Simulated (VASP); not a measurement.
# Al9H in VASP: further runs

Runs on Al9H. Level: PBE. Tasks: single point.

Program: VASP 6.6.1. These are calculated values, not measurements. Logs are shortened: lines on timing, memory, paths and dates and some standing lists are left out, and cuts for length are marked.

## Step 1: The cell of the first run

The cell holds a slab with vacuum, 20 atoms: a = 5.707 Å, b = 9.806 Å, c = 22.790 Å, α = 90.00°, β = 90.00°, γ = 98.37°.

## Step 2: Single point, PBE

INCAR

```
  PREC = Accurate
  ENCUT = 520
  EDIFF = 1E-6
  ISMEAR = 0
  SIGMA = 0.1
  LREAL = Auto
  LASPH = T
  NELM = 60
  ALGO = Normal
  ISIF = 2
  LWAVE = F
  LCHARG = F
  LDIPOL = T
  IDIPOL = 3
  DIPOL = 0.5 0.5 0.296
  GGA = PE
  NBANDS = 44
```

KPOINTS

```
regular mesh
0
Gamma
  5 3 1
```

POSCAR

```
Al9H
1.0
    5.7070863106      0.0000000000      0.0000000000
   -1.4267715776      9.7014842380      0.0000000000
    0.0000000000      0.0000000000     22.7903703519
Al H
18 2
Direct
    0.2662216041      0.0648864163      0.1755127248
    0.7662216041      0.0648864163      0.1755127248
    0.3354806058      0.3419224231      0.2192029854
    0.8354806058      0.3419224231      0.2192029854
    0.1493324061      0.5973296244      0.2279410375
    0.6493324061      0.5973296244      0.2279410375
    0.4631842064      0.8527368258      0.2366790896
    0.9631842065      0.8527368258      0.2366790896
    0.0319772093      0.1277109169      0.2808262502
    0.5319772093      0.1277109169      0.2808262502
    0.0997917601      0.4042231294      0.3301071124
    0.5997917601      0.4042231294      0.3301071124
    0.4144000537      0.6596656514      0.3369822081
    0.9144000537      0.6596656514      0.3369822081
    0.2263076916      0.9110819252      0.3449259130
    0.7263076916      0.9110819252      0.3449259130
    0.2962427243      0.1814072004      0.3857054631
    0.7962427243      0.1814072004      0.3857054631
    0.6062643800      0.3303515454      0.4194916627
    0.6062643800      0.5189126719      0.4194916627
```

Potentials or basis: VASP PAW PBE potentials, release 64 (Al, H).

Command:

```sh
$ cat potpaw_PBE.64/Al/POTCAR potpaw_PBE.64/H/POTCAR > POTCAR
$ mpirun -np 1 vasp_std > vasp.out
```

OUTCAR:

```text
PREC = Accurate
   ENCUT = 520
   EDIFF = 1E-6
   ISMEAR = 0
   LREAL = Auto
   LASPH = T
   NELM = 60
   ISIF = 2
   GGA = PE

 ion  position               nearest neighbor table
   1  0.266  0.065  0.176-   2 2.85   2 2.85   9 2.86  10 2.86   7 2.87   8 2.87   3 2.87
   2  0.766  0.065  0.176-   1 2.85   1 2.85  10 2.86   9 2.86   8 2.87   7 2.87   4 2.87
   3  0.335  0.342  0.219-   4 2.85   4 2.85   6 2.87   5 2.87   1 2.87   9 2.89  10 2.89  12 2.96
                            11 2.97
   4  0.835  0.342  0.219-   3 2.85   3 2.85   5 2.87   6 2.87   2 2.87  10 2.89   9 2.89  11 2.96
                            12 2.97
   5  0.149  0.597  0.228-   6 2.85   6 2.85   4 2.87   3 2.87   8 2.87   7 2.87  13 2.93  14 2.93
                            11 2.99
   6  0.649  0.597  0.228-   5 2.85   5 2.85   3 2.87   4 2.87   7 2.87   8 2.87  14 2.93  13 2.93
                            12 2.99
   7  0.463  0.853  0.237-  10 2.85   8 2.85   8 2.85   1 2.87   2 2.87   5 2.87   6 2.87  16 2.90
                            15 2.91  13 2.96
   8  0.963  0.853  0.237-   9 2.85   7 2.85   7 2.85   1 2.87   2 2.87   5 2.87   6 2.87  15 2.90
                            16 2.91  14 2.96
   9  0.032  0.128  0.281-  18 2.83  17 2.83   8 2.85  10 2.85  10 2.85   1 2.86   2 2.86   3 2.89
                             4 2.89  11 2.91  15 2.93  16 2.93
  10  0.532  0.128  0.281-  17 2.83  18 2.83   7 2.85   9 2.85   9 2.85   2 2.86   1 2.86   4 2.89
                             3 2.89  12 2.91  16 2.93  15 2.93
  11  0.100  0.404  0.330-  12 2.85  12 2.85  14 2.86  13 2.87  18 2.88  17 2.89   9 2.91   4 2.96
                             3 2.97   5 2.99
  12  0.600  0.404  0.330-  11 2.85  11 2.85  13 2.86  14 2.87  17 2.88  18 2.89  10 2.91   3 2.96
                             4 2.97   6 2.99
  13  0.414  0.660  0.337-  16 2.83  15 2.83  14 2.85  14 2.85  12 2.86  11 2.87   5 2.93   6 2.93
                             7 2.96
  14  0.914  0.660  0.337-  15 2.83  16 2.83  13 2.85  13 2.85  11 2.86  12 2.87   6 2.93   5 2.93
                             8 2.96
  15  0.226  0.911  0.345-  17 2.78  14 2.83  13 2.83  16 2.85  16 2.85   8 2.90   7 2.91   9 2.93
                            10 2.93
  16  0.726  0.911  0.345-  18 2.78  13 2.83  14 2.83  15 2.85  15 2.85   7 2.90   8 2.91  10 2.93
                             9 2.93
  17  0.296  0.181  0.386-  15 2.78  10 2.83   9 2.83  18 2.85  18 2.85  12 2.88  11 2.89
  18  0.796  0.181  0.386-  19 2.09  16 2.78   9 2.83  10 2.83  17 2.85  17 2.85  11 2.88  12 2.89

  19  0.606  0.330  0.419-  18 2.09
  20  0.606  0.519  0.419-

  LATTYP: Found a simple monoclinic cell.
 ALAT       =     5.7070863106
 B/A-ratio  =     3.9933460108
 C/A-ratio  =     1.7181865166
 COS(beta)  =    -0.1455022476

  Lattice vectors:

 A1 = (   5.7070863106,   0.0000000000,   0.0000000000)
 A2 = (   0.0000000000,   0.0000000000, -22.7903703519)
 A3 = (  -1.4267715776,   9.7014842380,   0.0000000000)

Analysis of symmetry for initial positions (statically):
=====================================================================
 Subroutine PRICEL returns:
 Original cell was already a primitive cell.

 Routine SETGRP: Setting up the symmetry group for a
 simple monoclinic supercell.

 Subroutine GETGRP returns: Found  1 space group operations
 (whereof  1 operations were pure point group operations)
 out of a pool of  4 trial point group operations.

The static configuration has the point symmetry C_1 .

Analysis of symmetry for dynamics (positions and initial velocities):
=====================================================================
 Subroutine PRICEL returns:
 Original cell was already a primitive cell.

 Routine SETGRP: Setting up the symmetry group for a
 simple monoclinic supercell.

 Subroutine GETGRP returns: Found  1 space group operations
 (whereof  1 operations were pure point group operations)
 out of a pool of  4 trial point group operations.

The dynamic configuration has the point symmetry C_1 .

 Subroutine INISYM returns: Found  1 space group operations
 (whereof  1 operations are pure point group operations),
 and found     1 'primitive' translations

----------------------------------------------------------------------------------------

                                     Primitive cell

  volume of cell :    1261.8392

  direct lattice vectors                    reciprocal lattice vectors
[... 64 lines left out ...]
     0.000000000  0.034359004  0.000000000     0.000000000  0.333333333  0.000000000
     0.000000000  0.000000000  0.043878181     0.000000000  0.000000000  1.000000000

  Length of vectors
     0.035421106  0.034359004  0.043878181

  Shift w.r.t. Gamma in fractional coordinates (k-lattice)
     0.000000000  0.000000000  0.000000000

 Subroutine IBZKPT returns following result:
 ===========================================

 Found      8 irreducible k-points:

 Following reciprocal coordinates:
            Coordinates               Weight
  0.000000  0.000000  0.000000      1.000000
  0.200000 -0.000000  0.000000      2.000000
  0.400000 -0.000000  0.000000      2.000000
  0.000000  0.333333  0.000000      2.000000
  0.200000  0.333333  0.000000      2.000000
  0.400000  0.333333  0.000000      2.000000
 -0.400000  0.333333  0.000000      2.000000
 -0.200000  0.333333  0.000000      2.000000
   k-points           NKPTS =      8   k-points in BZ     NKDIM =      8   number of bands    NBANDS=     44
   number of dos      NEDOS =    301   number of ions     NIONS =     20
   total plane-waves  NPLWV = 604800
   dimension x,y,z NGX =    42 NGY =   80 NGZ =  180
   dimension x,y,z NGXF=    84 NGYF=  160 NGZF=  360
   ions per type =              18   2
   NGX,Y,Z   is equivalent  to a cutoff of  12.23, 13.56, 13.13 a.u.
   NGXF,Y,Z  is equivalent  to a cutoff of  24.47, 27.13, 26.26 a.u.
 SYSTEM =  unknown system
   PREC   = accura    normal or accurate (medium, high low for compatibility)
   ISTART =      0    job   : 0-new  1-cont  2-samecut
   ICHARG =      2    charge: 1-file 2-atom 10-const
   ISPIN  =      1    spin polarized calculation?
   LNONCOLLINEAR =      F non collinear calculations
   LSORBIT =      F    spin-orbit coupling
   LASPH  =      T    aspherical Exc in radial PAW
   ENCUT  =  520.0 eV  38.22 Ry    6.18 a.u.  10.61 18.23 42.37*2*pi/ulx,y,z
   NELM   =     60;   NELMIN=  2; NELMDL= -5     # of ELM steps
   EDIFF  = 0.1E-05   stopping-criterion for ELM
   LREAL  =      T    real-space projection
   EDIFFG = 0.1E-04   stopping-criterion for IOM
   NSW    =      0    number of steps for IOM
   IBRION =     -1    ionic relax: 0-MD 1-quasi-New 2-CG
   NFREE  =      0    steps in history (QN), initial steepest desc. (CG)
   ISIF   =      2    stress and relaxation
   ISYM   =      2    0-nonsym 1-usesym 2-fastsym
   POTIM  = 0.5000    time-step for ionic-motion
   TEBEG  =    0.0;   TEEND  =   0.0 temperature during run
   PSTRESS=    0.0 pullay stress
   NELECT =      56.0000    total number of electrons
   NUPDOWN=      -1.0000    fix difference up-down
   EMIN   =  10.00;   EMAX   =-10.00  energy-range for DOS
   EFERMI =   0.00;   METHOD = LEGACY
   ISMEAR =     0;   SIGMA  =   0.10  broadening in eV -4-tet -1-fermi 0-gaus
   EFERMI_NEDOS =   21; number of points for ismear=-14 and -15
   IALGO  =     38    algorithm
   IMIX   =      4    mixing-type and parameters
     AMIX     =   0.40;   BMIX     =  1.00
     AMIX_MAG =   1.60;   BMIX_MAG =  1.00
  volume/ion in A,a.u.               =      63.09       425.77
  Fermi-wavevector in a.u.,A,eV,Ry     =   0.579610  1.095305  4.570853  0.335948
  Thomas-Fermi vector in A             =   1.623387
   LORBIT       =      0    0 simple, 1 ext, 2 COOP (PROOUT), +10 PAW based schemes
   GGA     = PE    functional components
   LHFCALC =     F    Hartree Fock is set to
   AEXX    =    0.0000 exact exchange contribution
   IVDW    =     0    specifies the selected vdW correction
   LEPSILON=     F    determine dielectric tensor
   LRPA    =     F    only Hartree local field effects (RPA)
 non-spin polarized calculation
 Gauss-broadening in eV      SIGMA  =   0.10
  energy-cutoff  :      520.00
  volume of cell :     1261.84
 maximum number of plane-waves:     34010
   NGX = 21   NGY = 37   NGZ = 85

 dipolmoment           0.000000      0.000000     -0.148464 electrons x Angstroem

 number of electron      56.0000000 magnetization

 dipolmoment           0.000000      0.000000      0.085531 electrons x Angstroem

 Free energy of the ion-electron system (eV)
  ---------------------------------------------------
  ext. energy  EPLUGINS =         0.00000000
  ---------------------------------------------------
  free energy    TOTEN  =       -66.05702756 eV

  energy without entropy =      -66.00164117  energy(sigma->0) =      -66.02933436

 E-fermi :  -1.3365     XC(G=0):  -3.3641

 val. band max:       -1.3398041271   @ k =  -0.2000   0.3333   0.0000
 cond. band min:      -1.3202875206   @ k =   0.4000  -0.0000   0.0000
 fundamental gap:      0.0195166065
 Fermi energy:        -1.3364616781

 k-point     1 :       0.0000    0.0000    0.0000
  band No.  band energies     occupation
      1     -11.4109      2.00000
      2      -9.8778      2.00000
      3      -9.8003      2.00000
      4      -9.2381      2.00000
      5      -7.6872      2.00000
      6      -7.3714      2.00000
[... 333 lines left out ...]
     39       0.8520      0.00000
     40       0.9228      0.00000
 [bands above 40 left out]

------------------------ aborting loop because EDIFF is reached ----------------------------------------

 vacuum level on the upper side and lower side of the slab       (xc-potential included)         0.059        -0.196

  FORCE on cell =-STRESS in cart. coord.  units (eV):
  Direction    XX          YY          ZZ          XY          YZ          ZX
  --------------------------------------------------------------------------------------
  -------------------------------------------------------------------------------------
  Total      -12.6971833    -14.1627457     -2.6529985      1.0033967     -1.4392326      0.0636421
  in kB      -16.1218163    -17.9826641     -3.3685545      1.2740288     -1.8274166      0.0808074
  external PRESSURE =     -12.4910116 kB  Pullay stress =       0.0000000 kB

 VOLUME and BASIS-vectors are now :
 -----------------------------------------------------------------------------
  energy-cutoff  :      520.00
  volume of cell :     1261.84
      direct lattice vectors                 reciprocal lattice vectors
     5.707086311  0.000000000  0.000000000     0.175220760  0.025769253  0.000000000
    -1.426771578  9.701484238  0.000000000     0.000000000  0.103077011  0.000000000
     0.000000000  0.000000000 22.790370352     0.000000000  0.000000000  0.043878181

 POSITION                                       TOTAL-FORCE (eV/Angst)
 -----------------------------------------------------------------------------------
      1.42677      0.62949      4.00000        -0.166775      0.106300      0.006225
      4.28031      0.62949      4.00000         0.178155      0.246460     -0.010639
      1.42677      3.31715      4.99572        -0.120754      0.010074     -0.029559
      4.28031      3.31715      4.99572         0.124189      0.004629     -0.094633
      0.00000      5.79498      5.19486        -0.022969     -0.080327     -0.026515
      2.85354      5.79498      5.19486         0.033313     -0.116169      0.221498
[... 12 lines left out ...]
      2.98867      3.20490      9.56037         0.057929     -0.372791     -0.479263
      2.71963      5.03422      9.56037         0.036842     -0.229086     -1.146142
 -----------------------------------------------------------------------------------
    total drift:                               -0.008025     -0.031823     -0.007197

  FREE ENERGIE OF THE ION-ELECTRON SYSTEM (eV)
  ---------------------------------------------------
  free  energy   TOTEN  =       -66.0570275573 eV

  energy  without entropy=      -66.0016411655  energy(sigma->0) =      -66.02933436

 vacuum level on the upper side and lower side of the slab         3.108         2.832
```

Run time: 15 min. Hardware: 1 thread of Intel Xeon 6975P-C (Granite Rapids), shared host; peak memory 1.2 GiB.

Results:

- Free energy: -66.0570 eV
- Largest force: 1.169 eV/Å
- Band gap on the k mesh: zero (bands 28 and 29 overlap by 0.47 eV)

Forces on the atoms (eV/Å):
```
Al  -0.167  0.106  0.006
Al   0.178  0.246 -0.011
Al  -0.121  0.010 -0.030
Al   0.124  0.005 -0.095
Al  -0.023 -0.080 -0.027
Al   0.033 -0.116  0.221
Al  -0.100 -0.028 -0.082
Al   0.056 -0.058 -0.149
Al  -0.006 -0.059 -0.088
Al  -0.018  0.133  0.193
Al   0.028 -0.050 -0.102
Al   0.005  0.294  0.922
Al   0.071 -0.147  0.345
Al  -0.019 -0.078  0.171
Al  -0.018 -0.010 -0.026
Al   0.026 -0.015  0.083
Al  -0.074  0.138  0.083
Al  -0.070  0.312  0.208
H    0.058 -0.373 -0.479
H    0.037 -0.229 -1.146
```

## Step 3: Single point, PBE

INCAR

```
  ALGO = Normal
  DIPOL = 0.5 0.5 0.299
  EDIFF = 1E-7
  ENCUT = 520
  GGA = PE
  IDIPOL = 3
  ISIF = 2
  ISMEAR = 0
  LASPH = True
  LCHARG = False
  LDIPOL = True
  LREAL = Auto
  LWAVE = False
  NBANDS = 44
  NELM = 60
  PREC = Accurate
  SIGMA = 0.1
```

KPOINTS

```
k-points
0
Gamma
  5 3 1
```

Edit POSCAR of step 2 so:

```diff
@@ -26,3 +26,3 @@
     0.7962427243      0.1814072004      0.3857054631
-    0.6062643800      0.3303515454      0.4194916627
-    0.6062643800      0.5189126719      0.4194916627
+    0.6062643800      0.3303515454      0.4475736986
+    0.6062643800      0.5189126719      0.4475736986
```

Potentials or basis: VASP PAW PBE potentials, release 64 (Al, H).

Command:

```sh
$ cat potpaw_PBE.64/Al/POTCAR potpaw_PBE.64/H/POTCAR > POTCAR
$ mpirun -np 1 vasp_std > vasp.out
```

It took 15 min on 1 thread of Intel Xeon 6975P-C (Granite Rapids), shared host; peak memory 1.2 GiB.

It converged, with:

| Property | Result |
| --- | --- |
| Free energy | -65.1157 eV |
| Largest force | 1.314 eV/Å |
| Band gap on the k mesh | zero (bands 28 and 29 overlap by 0.69 eV) |

Forces on the atoms (eV/Å):
```
Al  -0.153  0.122 -0.005
Al   0.159  0.193 -0.014
Al   0.017  0.012  0.023
Al  -0.006  0.003 -0.029
Al  -0.010 -0.100  0.046
Al   0.005 -0.150  0.090
Al  -0.050 -0.057 -0.099
Al   0.032 -0.050 -0.123
Al   0.006 -0.031 -0.088
Al  -0.026  0.129  0.111
Al   0.030 -0.056  0.000
Al  -0.012  0.078  0.295
Al   0.038 -0.116  0.203
Al  -0.032 -0.083  0.115
Al  -0.004  0.039  0.003
Al   0.012  0.055  0.063
Al   0.045  0.220  0.223
Al  -0.138  0.358  0.399
H   -0.110  0.613 -0.671
H    0.197 -1.182 -0.541
```

Levels at points of the mesh, in eV from the Fermi level:
| k point | band 24 | band 25 | band 26 | band 27 | band 28 | band 29 | band 30 | band 31 | band 32 | band 33 |
| --- | --- | --- | --- | --- | --- | --- | --- | --- | --- | --- |
| (0.00, 0.00, 0.00) | -1.43 | -1.08 | -1.02 | -0.90 | -0.59 | -0.53 | -0.27 | 0.06 | 0.60 | 1.20 |

## Step 4: Single point, PBE

INCAR

```
SYSTEM = Al9H
  PREC = Accurate
  ENCUT = 520
  EDIFF = 1E-7
  ISMEAR = 0
  SIGMA = 0.1
  LREAL = Auto
  LASPH = .True.
  NELM = 60
  ALGO = Normal
  ISIF = 2
  LWAVE = .False.
  LCHARG = .False.
  LDIPOL = .True.
  IDIPOL = 3
  DIPOL = 0.5 0.5 0.296
  GGA = PE
  NBANDS = 44
```

KPOINTS

```
regular mesh
0
Gamma
  5 3 1
  0 0 0
```

Edit POSCAR of step 3 so:

```diff
@@ -26,3 +26,3 @@
     0.7962427243      0.1814072004      0.3857054631
-    0.6062643800      0.3303515454      0.4475736986
-    0.6062643800      0.5189126719      0.4475736986
+    0.6062643800      0.2895085324      0.4194916627
+    0.6062643800      0.5597556849      0.4194916627
```

Command:

```sh
$ cat potpaw_PBE.64/Al/POTCAR potpaw_PBE.64/H/POTCAR > POTCAR
$ mpirun -np 1 vasp_std > vasp.out
```

Run time: 16 min. Hardware: 1 thread of Intel Xeon 6975P-C (Granite Rapids), shared host; peak memory 1.2 GiB.

It converged, with:

| Quantity | Value |
| --- | --- |
| Free energy | -66.3041 eV |
| Largest force | 1.368 eV/Å |
| Band gap on the k mesh | zero (bands 28 and 29 overlap by 0.52 eV) |

Forces in eV/Å, atoms in the order of the input:
```
Al  -0.184  0.093 -0.017
Al   0.202  0.258 -0.003
Al  -0.153  0.012 -0.038
Al   0.148  0.009 -0.131
Al  -0.026 -0.070 -0.039
Al   0.027 -0.103  0.269
Al  -0.142 -0.008 -0.063
Al   0.094 -0.050 -0.166
Al   0.005 -0.053 -0.122
Al  -0.025  0.133  0.245
Al   0.003 -0.110 -0.114
Al   0.006  0.240  0.390
Al   0.214 -0.182  0.688
Al  -0.057 -0.059  0.325
Al  -0.012 -0.031 -0.005
Al   0.032  0.050  0.098
Al  -0.176  0.111  0.073
Al   0.221  0.073  0.089
H   -0.055 -0.458 -0.123
H   -0.123  0.145 -1.355
```

Levels at points of the mesh, in eV from the Fermi level:
| k point | band 25 | band 26 | band 27 | band 28 | band 29 | band 30 | band 31 | band 32 |
| --- | --- | --- | --- | --- | --- | --- | --- | --- |
| (0.00, 0.00, 0.00) | -1.05 | -1.02 | -0.77 | -0.59 | -0.32 | -0.23 | 0.06 | 0.63 |

## Step 5: Overview

| cell | gap on the mesh (eV) | largest force (eV/Å) |
| --- | --- | --- |
| as given, atomic positions A | none | 1.17 |
| as given, atomic positions B | none | 1.31 |
| as given, atomic positions C | none | 1.37 |

Alike in all rows: task single point; level PBE; potentials or basis VASP PAW PBE potentials, release 64 (Al, H); no spin polarisation; k mesh 5 × 3 × 1; cutoff (eV) 520; smearing gaussian 0.1 eV.

Total energies depend on the potentials used, so only differences within one code and one set of settings carry meaning.
